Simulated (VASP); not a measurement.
Input of a VASP 6.6.1 run:

Contents of INCAR:

```
SYSTEM = MoS2
  PREC = Accurate
  ENCUT = 520
  EDIFF = 1E-6
  ISMEAR = -1
  SIGMA = 0.05
  LREAL = .FALSE.
  LASPH = .TRUE.
  NELM = 100
  ALGO = Normal
  ISIF = 2
  LWAVE = .FALSE.
  LCHARG = .TRUE.
  GGA = RP
  IVDW = 13
  LELF = .TRUE.
  LVHAR = .TRUE.
  NBANDS = 35
```

KPOINTS

```
Automatic mesh
0
G
  10 10 3
  0 0 0
```

POSCAR

```
MoS2
1.0
    3.1261704254      0.0000000000      0.0000000000
   -1.5630852127      2.7073430050      0.0000000000
    0.0000000000      0.0000000000     12.1574390416
Mo S
2 4
Direct
    0.6666666667      0.3333333333      0.7500000000
    0.3333333333      0.6666666667      0.2500000000
    0.6666666667      0.3333333333      0.3770000000
    0.3333333333      0.6666666667      0.8770000000
    0.6666666667      0.3333333333      0.1230000000
    0.3333333333      0.6666666667      0.6230000000
```

Potentials or basis: VASP PAW PBE potentials, release 64 (Mo_sv, S).

Command:

```console
$ cat potpaw_PBE.64/Mo_sv/POTCAR potpaw_PBE.64/S/POTCAR > POTCAR
$ mpirun -np 1 vasp_std > vasp.out
```

(1) What does it give for the band gap on the k mesh?

(2) What does it give for the largest force?

(3) Predict the pressure.

Answers

(1) 0.95 eV, indirect (least direct gap 1.98 eV).

(2) 0.612 eV/Å.

(3) 2.7 GPa.

Caveat: the PAW data sets were made with another functional, which shifts forces and pressure a little.

**The experiment to reproduce.**

“Multiwavelength excitation Raman Scattering Analysis of bulk and 2 dimensional MoS2: Vibrational properties of atomically thin MoS2 layers”, 2015, arxiv:1506.03228 reports, for a bulk crystal of MoS2 at 300 K: band gap 1.3 eV (indirect).

Against the measured gap of MoS2, 1.3 eV (indirect; 300 K; “Multiwavelength excitation Raman Scattering Analysis of bulk and 2 dimensional MoS2: Vibrational properties of atomically thin MoS2 layers”, 2015, arxiv:1506.03228), the calculated 0.95 eV is off by -0.35 eV. Spin-orbit coupling on Mo is left out. The value is that of RPBE+D4 on a finite k mesh, which can miss the band edges, without temperature or zero-point motion. Semilocal functionals fall short of measured gaps as a rule.
